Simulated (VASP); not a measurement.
Here is a VASP 6.6.1 calculation.

Contents of INCAR:

```
PREC     = Accurate       # precision mode
ENCUT    = 500            # plane-wave cutoff, eV
EDIFF    = 1E-7           # SCF threshold, eV
ISMEAR   = 0              # smearing method
SIGMA    = 0.05           # smearing width, eV
LREAL    = False          # projectors in reciprocal space
LASPH    = True           # aspherical terms in the spheres
NELM     = 120            # most SCF steps
ALGO     = Normal         # electronic algorithm
ISIF     = 3              # what is computed and relaxed
LWAVE    = False          # write WAVECAR
LCHARG   = False          # write CHGCAR
IBRION   = 2              # ionic algorithm
NSW      = 80             # ionic steps
EDIFFG   = -0.01          # ionic threshold
GGA_COMPAT= False        
NELMIN   = 4
```

The input KPOINTS:

```
regular mesh
0
Gamma
  16 16 10
```

POSCAR

```
Ti
1.0
    2.9500000000      0.0000000000      0.0000000000
   -1.4750000000      2.5547749412      0.0000000000
    0.0000000000      0.0000000000      4.6846000000
Ti
2
Direct
    0.3333333333      0.6666666667      0.7500000000
    0.6666666667      0.3333333333      0.2500000000
```

Potentials or basis: VASP PAW LDA potentials, release 64 (Ti_sv).

Run with:

```sh
$ cat potpaw_LDA.64/Ti_sv/POTCAR > POTCAR
$ mpirun -np 1 vasp_std > vasp.out
```

Question: Predict the band gap on the k mesh.

Answer: Zero (bands 12 and 13 overlap by 1.10 eV).

Question: What does it give for the relaxed cell?

Answer: a = 2.861 Å, b = 2.861 Å, c = 4.534 Å, α = 90.00°, β = 90.00°, γ = 120.00°.

Question: Predict the relaxed volume.

Answer: 16.07 Å³/atom.

Question: Estimate the space group after relaxing (to 0.1 Å).

Answer: P6_3/mmc (No. 194).

Final structure:
```
CELL_PARAMETERS angstrom
2.86138 0.00000 0.00000
-1.43069 2.47803 0.00000
0.00000 0.00000 4.53363
ATOMIC_POSITIONS crystal
Ti 0.33333 0.66667 0.75000
Ti 0.66667 0.33333 0.25000
```
